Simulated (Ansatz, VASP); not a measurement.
# Sc: VASP beside Ansatz

```xyz
1
Lattice="0.0000 2.1570 2.2705 2.1570 0.0000 2.2705 2.1570 2.1570 0.0000" Properties=species:S:1:pos:R:3 pbc="T T T"
Sc    0.0000    0.0000    0.0000
```

Change from the starting cell: strain -0.050 along x and y, +0.000 along z, atoms carried along.

Alike in both runs: task single point; functional PBEsol; k mesh 18 × 18 × 18; occupations gaussian, width 0.15 eV; no spin polarisation.

|  | VASP | Ansatz |
| --- | --- | --- |
| version | VASP 6.6.1 | Ansatz 0.2.0 |
| potentials or method | VASP PAW PBE potentials, release 64 (Sc_sv), cutoff 520 eV | scalar-relativistic, plane waves, PAW |
| valence electrons in the cell | 11 | 11 |

Ansatz gave:

```
gap on the k mesh at the Fermi level (eV)                     : none
pressure (GPa)                                                : 7.1
traceless stress, the component that is largest in VASP (GPa) : -1.18
```

Which values does VASP return?

gap on the k mesh at the Fermi level (eV): none; pressure (GPa): 7.1; traceless stress, the component that is largest in VASP (GPa): -1.19.

VASP's potentials were made for PBE, not for PBEsol. A gap of «none» marks a metal or a gap that the smearing closes. With one functional, cell and mesh, what is left measures potentials, basis and numerics.
